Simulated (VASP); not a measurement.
# Si (Fd-3m) in VASP: further runs

Si is run at these levels: PBEsol; tasks: single point, relaxation of cell and atoms.

Program: VASP 6.6.1. These are calculated values, not measurements. Logs are shortened: lines on timing, memory, paths and dates and some standing lists are left out, and cuts for length are marked.

## (1) The cell of the first run

The structure is cubic, space group Fd-3m (No. 227). The conventional cell has a = 5.437 Å, b = 5.437 Å, c = 5.437 Å, α = 90.00°, β = 90.00°, γ = 90.00°. Si (site symmetry -43m) has 4 Si at 2.35 Å within 3.1 Å.

## (2) Single point, PBEsol

INCAR reads:

```
PREC = Accurate
ENCUT = 520
EDIFF = 1E-6
ISMEAR = 0
SIGMA = 0.1
LREAL = False
LASPH = True
NELM = 80
ALGO = Normal
ISIF = 2
LWAVE = False
LCHARG = False
GGA = PS
NBANDS = 11
```

KPOINTS reads:

```
regular mesh
0
Gamma
  6 6 6
```

POSCAR reads:

```
Si
1.0
    0.0000000000      2.7185000000      2.7185000000
    2.7185000000      0.0000000000      2.7185000000
    2.7185000000      2.7185000000      0.0000000000
Si
2
Direct
    0.5000000000      0.5000000000      0.5000000000
    0.7500000000      0.7500000000      0.7500000000
```

Potentials or basis: VASP PAW PBE potentials, release 64 (Si).

On the command line:

```sh
$ cat potpaw_PBE.64/Si/POTCAR > POTCAR
$ mpirun -np 1 vasp_std > vasp.out
```

OUTCAR:

```text
PREC = Accurate
   ENCUT = 520
   EDIFF = 1E-6
   ISMEAR = 0
   LREAL = False
   LASPH = True
   NELM = 80
   ISIF = 2
   GGA = PS

 ion  position               nearest neighbor table
   1  0.500  0.500  0.500-   2 2.35   2 2.35   2 2.35   2 2.35
   2  0.750  0.750  0.750-   1 2.35   1 2.35   1 2.35   1 2.35

  LATTYP: Found a face centered cubic cell.
 ALAT       =     5.4370000000

  Lattice vectors:

 A1 = (   0.0000000000,   2.7185000000,   2.7185000000)
 A2 = (   2.7185000000,   0.0000000000,   2.7185000000)
 A3 = (   2.7185000000,   2.7185000000,   0.0000000000)

Analysis of symmetry for initial positions (statically):
=====================================================================
 Subroutine PRICEL returns:
 Original cell was already a primitive cell.

 Routine SETGRP: Setting up the symmetry group for a
 face centered cubic supercell.

 Subroutine GETGRP returns: Found 48 space group operations
 (whereof 24 operations were pure point group operations)
 out of a pool of 48 trial point group operations.

The static configuration has the point symmetry T_d .
 The point group associated with its full space group is O_h .

Analysis of symmetry for dynamics (positions and initial velocities):
=====================================================================
 Subroutine PRICEL returns:
 Original cell was already a primitive cell.

 Routine SETGRP: Setting up the symmetry group for a
 face centered cubic supercell.

 Subroutine GETGRP returns: Found 48 space group operations
 (whereof 24 operations were pure point group operations)
 out of a pool of 48 trial point group operations.

The dynamic configuration has the point symmetry T_d .
 The point group associated with its full space group is O_h .

 Subroutine INISYM returns: Found 48 space group operations
 (whereof 24 operations are pure point group operations),
 and found     1 'primitive' translations

----------------------------------------------------------------------------------------

                                     Primitive cell

  volume of cell :      40.1807

  direct lattice vectors                    reciprocal lattice vectors
     0.000000000  2.718500000  2.718500000    -0.183924959  0.183924959  0.183924959
     2.718500000  0.000000000  2.718500000     0.183924959 -0.183924959  0.183924959
     2.718500000  2.718500000  0.000000000     0.183924959  0.183924959 -0.183924959

  length of vectors
     3.844539569  3.844539569  3.844539569     0.318567373  0.318567373  0.318567373
[... 80 lines left out ...]
   POTIM  = 0.5000    time-step for ionic-motion
   TEBEG  =    0.0;   TEEND  =   0.0 temperature during run
   PSTRESS=    0.0 pullay stress
   NELECT =       8.0000    total number of electrons
   NUPDOWN=      -1.0000    fix difference up-down
   EMIN   =  10.00;   EMAX   =-10.00  energy-range for DOS
   EFERMI =   0.00;   METHOD = LEGACY
   ISMEAR =     0;   SIGMA  =   0.10  broadening in eV -4-tet -1-fermi 0-gaus
   EFERMI_NEDOS =   21; number of points for ismear=-14 and -15
   IALGO  =     38    algorithm
   IMIX   =      4    mixing-type and parameters
     AMIX     =   0.40;   BMIX     =  1.00
     AMIX_MAG =   1.60;   BMIX_MAG =  1.00
  volume/ion in A,a.u.               =      20.09       135.58
  Fermi-wavevector in a.u.,A,eV,Ry     =   0.955943  1.806471 12.433381  0.913828
  Thomas-Fermi vector in A             =   2.084827
   LORBIT       =      0    0 simple, 1 ext, 2 COOP (PROOUT), +10 PAW based schemes
   GGA     = PS    functional components
   LHFCALC =     F    Hartree Fock is set to
   AEXX    =    0.0000 exact exchange contribution
   IVDW    =     0    specifies the selected vdW correction
   LEPSILON=     F    determine dielectric tensor
   LRPA    =     F    only Hartree local field effects (RPA)
 non-spin polarized calculation
 Gauss-broadening in eV      SIGMA  =   0.10
  energy-cutoff  :      520.00
  volume of cell :       40.18
 maximum number of plane-waves:      1106
 NGX is ok and might be reduce to    30
   NGX = 15   NGY = 15   NGZ = 15

 number of electron       8.0000001 magnetization

 Free energy of the ion-electron system (eV)
  ---------------------------------------------------
  ext. energy  EPLUGINS =         0.00000000
  ---------------------------------------------------
  free energy    TOTEN  =       -11.46760943 eV

  energy without entropy =      -11.46760905  energy(sigma->0) =      -11.46760924

 E-fermi :   6.0524     XC(G=0):  -9.5364

 val. band max:        5.7634538054   @ k =   0.0000   0.0000   0.0000
 cond. band min:       6.3546531056   @ k =   0.5000   0.5000   0.0000
 fundamental gap:      0.5911993003
 Fermi energy:         6.0523766734

 k-point     1 :       0.0000    0.0000    0.0000
  band No.  band energies     occupation
      1      -6.2051      2.00000
      2       5.7635      1.99996
      3       5.7635      1.99996
      4       5.7635      1.99996
      5       8.2755      0.00000
      6       8.2755      0.00000
      7       8.2755      0.00000
      8       9.0479      0.00000
      9      13.4456      0.00000
     10      13.4456      0.00000
     11      13.4561      0.00000
[... 197 lines left out ...]
 k-point    16 :      -0.3333    0.5000    0.1667
  band No.  band energies     occupation
      1      -1.9327      2.00000
      2      -1.9327      2.00000
      3       2.0793      2.00000
      4       2.0793      2.00000
      5       8.4160      0.00000
      6       8.4160      0.00000
      7      12.4485      0.00000
      8      12.4485      0.00000
      9      16.2702      0.00000
     10      16.2702      0.00000
     11      18.6360      0.00000

------------------------ aborting loop because EDIFF is reached ----------------------------------------

  FORCE on cell =-STRESS in cart. coord.  units (eV):
  Direction    XX          YY          ZZ          XY          YZ          ZX
  --------------------------------------------------------------------------------------
  -------------------------------------------------------------------------------------
  Total        0.0028467      0.0028467      0.0028467     -0.0000000      0.0000000     -0.0000000
  in kB        0.1135092      0.1135092      0.1135092     -0.0000000      0.0000000     -0.0000000
  external PRESSURE =       0.1135092 kB  Pullay stress =       0.0000000 kB

 VOLUME and BASIS-vectors are now :
 -----------------------------------------------------------------------------
  energy-cutoff  :      520.00
  volume of cell :       40.18
      direct lattice vectors                 reciprocal lattice vectors
     0.000000000  2.718500000  2.718500000    -0.183924959  0.183924959  0.183924959
     2.718500000  0.000000000  2.718500000     0.183924959 -0.183924959  0.183924959
     2.718500000  2.718500000  0.000000000     0.183924959  0.183924959 -0.183924959

 POSITION                                       TOTAL-FORCE (eV/Angst)
 -----------------------------------------------------------------------------------
      2.71850      2.71850      2.71850         0.000000      0.000000      0.000000
      4.07775      4.07775      4.07775        -0.000000     -0.000000     -0.000000
 -----------------------------------------------------------------------------------
    total drift:                                0.000000     -0.000000     -0.000000

  FREE ENERGIE OF THE ION-ELECTRON SYSTEM (eV)
  ---------------------------------------------------
  free  energy   TOTEN  =       -11.4676094282 eV

  energy  without entropy=      -11.4676090469  energy(sigma->0) =      -11.46760924
```

OSZICAR:

```text
N       E                     dE             d eps       ncg     rms          rms(c)
DAV:   1     0.894208964466E+01    0.89421E+01   -0.33413E+03   352   0.589E+02
DAV:   2    -0.109955955433E+02   -0.19938E+02   -0.19083E+02   499   0.869E+01
DAV:   3    -0.116878991743E+02   -0.69230E+00   -0.69015E+00   454   0.135E+01
DAV:   4    -0.116939593045E+02   -0.60601E-02   -0.60594E-02   408   0.158E+00
DAV:   5    -0.116940168935E+02   -0.57589E-04   -0.57588E-04   450   0.150E-01    0.496E+00
DAV:   6    -0.115381653139E+02    0.15585E+00   -0.82445E-02   397   0.116E+00    0.297E+00
DAV:   7    -0.114668790980E+02    0.71286E-01   -0.14808E-01   391   0.164E+00    0.181E-01
DAV:   8    -0.114675269056E+02   -0.64781E-03   -0.59442E-03   409   0.430E-01    0.816E-02
DAV:   9    -0.114675980676E+02   -0.71162E-04   -0.97000E-05   466   0.650E-02    0.564E-02
DAV:  10    -0.114676096111E+02   -0.11544E-04   -0.99393E-06   419   0.177E-02    0.620E-03
DAV:  11    -0.114676094282E+02    0.18288E-06   -0.76178E-07   408   0.433E-03
   1 F= -.11467609E+02 E0= -.11467609E+02  d E =-.381337E-06
```

stdout:

```text
POSCAR found type information on POSCAR Si
 POSCAR found :  1 types and       2 ions
 scaLAPACK will be used
 -----------------------------------------------------------------------------
|                                                                             |
|                                                                             |
|     You enforced a specific xc type in the INCAR file but a different       |
|     I HOPE YOU KNOW WHAT YOU ARE DOING!                                     |
|                                                                             |
 -----------------------------------------------------------------------------

 LDA part: xc-table for (Slater+PW92), standard interpolation
 POSCAR, INCAR and KPOINTS ok, starting setup
 FFT: planning ... GRIDC
 FFT: planning ... GRID_SOFT
 FFT: planning ... GRID
 WAVECAR not read
 entering main loop
```

Run time: 3.7 s. Hardware: 1 thread of Intel Xeon 6975P-C (Granite Rapids), shared host; peak memory 0.15 GiB.

Results:

```yaml
Free_energy: -11.4676 eV
Pressure: 0.0 GPa
Band_gap_on_the_k_mesh: 0.59 eV, indirect (least direct gap 2.51 eV)
```

Levels at points of the mesh, in eV from the valence-band top:
```
           k point  band 2  band 3  band 4  band 5  band 6  band 7
(0.00, 0.00, 0.00)    0.00    0.00    0.00    2.51    2.51    2.51
(0.50, 0.00, 0.00)   -7.00   -1.20   -1.20    1.45    3.27    3.27
(0.50, 0.50, 0.00)   -7.82   -2.87   -2.87    0.59    0.59   10.03
```

Caveat: the PAW data sets were made with another functional, which shifts forces and pressure a little.

## (3) Relaxation of cell and atoms, PBEsol

INCAR reads:

```
SYSTEM = Si
PREC = Accurate ; ENCUT = 600
EDIFF = 1E-6 ; ISMEAR = 0
SIGMA = 0.02 ; LREAL = .False.
LASPH = .True. ; NELM = 100
ALGO = Normal ; ISIF = 3
LWAVE = .False. ; LCHARG = .False.
GGA = PS ; IBRION = 2
NSW = 100 ; EDIFFG = -0.002
```

KPOINTS reads:

```
regular mesh
0
Gamma
  10 10 10
  0 0 0
```

POSCAR is that of step 2.

Potentials or basis: VASP PAW PBE potentials, release 64 (Si).

On the command line:

```sh
$ cat potpaw_PBE.64/Si/POTCAR > POTCAR
$ mpirun -np 1 vasp_std > vasp.out
```

OUTCAR:

```text
SYSTEM = Si
   PREC = Accurate
   ENCUT = 600
   EDIFF = 1E-6
   ISMEAR = 0
   LREAL = .False.
   LASPH = .True.
   NELM = 100
   ISIF = 3
   GGA = PS
   IBRION = 2
   NSW = 100
   EDIFFG = -0.002

 ion  position               nearest neighbor table
   1  0.500  0.500  0.500-   2 2.35   2 2.35   2 2.35   2 2.35
   2  0.750  0.750  0.750-   1 2.35   1 2.35   1 2.35   1 2.35

  LATTYP: Found a face centered cubic cell.
 ALAT       =     5.4370000000

  Lattice vectors:

 A1 = (   0.0000000000,   2.7185000000,   2.7185000000)
 A2 = (   2.7185000000,   0.0000000000,   2.7185000000)
 A3 = (   2.7185000000,   2.7185000000,   0.0000000000)

Analysis of symmetry for initial positions (statically):
=====================================================================
 Subroutine PRICEL returns:
 Original cell was already a primitive cell.

 Routine SETGRP: Setting up the symmetry group for a
 face centered cubic supercell.

 Subroutine GETGRP returns: Found 48 space group operations
 (whereof 24 operations were pure point group operations)
 out of a pool of 48 trial point group operations.

The static configuration has the point symmetry T_d .
 The point group associated with its full space group is O_h .

Analysis of symmetry for dynamics (positions and initial velocities):
=====================================================================
 Subroutine PRICEL returns:
 Original cell was already a primitive cell.

 Routine SETGRP: Setting up the symmetry group for a
 face centered cubic supercell.

 Subroutine GETGRP returns: Found 48 space group operations
 (whereof 24 operations were pure point group operations)
 out of a pool of 48 trial point group operations.

The dynamic configuration has the point symmetry T_d .
 The point group associated with its full space group is O_h .

 Subroutine INISYM returns: Found 48 space group operations
[... 123 lines left out ...]
   LHFCALC =     F    Hartree Fock is set to
   AEXX    =    0.0000 exact exchange contribution
   IVDW    =     0    specifies the selected vdW correction
   LEPSILON=     F    determine dielectric tensor
   LRPA    =     F    only Hartree local field effects (RPA)
 conjugate gradient relaxation of ions
 non-spin polarized calculation
 Gauss-broadening in eV      SIGMA  =   0.02
  energy-cutoff  :      600.00
  volume of cell :       40.18
 maximum number of plane-waves:      1363
   NGX = 15   NGY = 15   NGZ = 15

--------------------------------------- Ionic step        1  -------------------------------------------

 number of electron       7.9999999 magnetization

 Free energy of the ion-electron system (eV)
  ---------------------------------------------------
  ext. energy  EPLUGINS =         0.00000000
  ---------------------------------------------------
  free energy    TOTEN  =       -11.49255490 eV

  energy without entropy =      -11.49255490  energy(sigma->0) =      -11.49255490

------------------------ aborting loop because EDIFF is reached ----------------------------------------

  FORCE on cell =-STRESS in cart. coord.  units (eV):
  Direction    XX          YY          ZZ          XY          YZ          ZX
  --------------------------------------------------------------------------------------
  -------------------------------------------------------------------------------------
  Total       -0.0147834     -0.0147834     -0.0147834     -0.0000000      0.0000000     -0.0000000
  in kB       -0.5894780     -0.5894780     -0.5894780     -0.0000000      0.0000000     -0.0000000
  external PRESSURE =      -0.5894780 kB  Pullay stress =       0.0000000 kB
[... 59 lines left out ...]
--------------------------------------- Ionic step        3  -------------------------------------------

 number of electron       7.9999999 magnetization

 Free energy of the ion-electron system (eV)
  ---------------------------------------------------
  ext. energy  EPLUGINS =         0.00000000
  ---------------------------------------------------
  free energy    TOTEN  =       -11.49256136 eV

  energy without entropy =      -11.49256136  energy(sigma->0) =      -11.49256136

 E-fermi :   5.8476     XC(G=0):  -9.5428

 val. band max:        5.7610537851   @ k =   0.0000   0.0000   0.0000
 cond. band min:       6.2328808299   @ k =   0.4000   0.4000   0.0000
 fundamental gap:      0.4718270448
 Fermi energy:         5.8475691895

 k-point     1 :       0.0000    0.0000    0.0000
  band No.  band energies     occupation
      1      -6.2097      2.00000
      2       5.7611      2.00000
      3       5.7611      2.00000
      4       5.7611      2.00000
      5       8.2774      0.00000
      6       8.2774      0.00000
      7       8.2774      0.00000
      8       9.0530      0.00000
[... 243 lines left out ...]
 k-point    24 :       0.4000    0.3000    0.0000
  band No.  band energies     occupation
      1      -4.0440      2.00000
      2       0.3380      2.00000
      3       2.8787      2.00000
      4       3.3128      2.00000
      5       6.7108      0.00000
      6       7.8978      0.00000
      7      12.6593      0.00000
      8      12.7805      0.00000

 [... further k-points ...]
[... 5 lines left out ...]
  --------------------------------------------------------------------------------------
  -------------------------------------------------------------------------------------
  Total        0.0035364      0.0035364      0.0035364      0.0000000     -0.0000000     -0.0000000
  in kB        0.1411033      0.1411033      0.1411033      0.0000000     -0.0000000     -0.0000000
  external PRESSURE =       0.1411033 kB  Pullay stress =       0.0000000 kB
[... 17 lines left out ...]
  FREE ENERGIE OF THE ION-ELECTRON SYSTEM (eV)
  ---------------------------------------------------
  free  energy   TOTEN  =       -11.4925613564 eV

  energy  without entropy=      -11.4925613564  energy(sigma->0) =      -11.49256136

 reached required accuracy - stopping structural energy minimisation
```

Wall time 8.7 s (1 thread of Intel Xeon 6975P-C (Granite Rapids), shared host); peak memory 0.17 GiB.

Results:

```yaml
Free_energy: -11.4926 eV
Relaxed_volume: 20.08 Å³/atom
Relaxed_cell: a = 3.844 Å, b = 3.844 Å, c = 3.844 Å, α = 60.00°, β = 60.00°, γ = 60.00°
Space_group_after_relaxing_to_0.05_Å: Fd-3m (No. 227)
Energy_gained_by_relaxing: 0.0 meV/atom
Ionic_steps: 3
Pressure_after_relaxing: 0.0 GPa
Band_gap_on_the_k_mesh: 0.47 eV, indirect (least direct gap 2.52 eV)
```

Final structure:
```
Si
1.0
     0.00000    2.71791    2.71791
     2.71791    0.00000    2.71791
     2.71791    2.71791    0.00000
Si
2
Cartesian
  2.7179 2.7179 2.7179
  4.0769 4.0769 4.0769
```

Levels at points of the mesh, in eV from the valence-band top:
| k point | band 2 | band 3 | band 4 | band 5 | band 6 | band 7 |
| --- | --- | --- | --- | --- | --- | --- |
| (0.00, 0.00, 0.00) | 0.00 | 0.00 | 0.00 | 2.52 | 2.52 | 2.52 |
| (0.50, 0.00, 0.00) | -7.00 | -1.20 | -1.20 | 1.46 | 3.27 | 3.27 |
| (0.50, 0.50, 0.00) | -7.82 | -2.87 | -2.87 | 0.60 | 0.60 | 10.04 |

Caveat: the PAW data sets were made with another functional, which shifts forces and pressure a little.
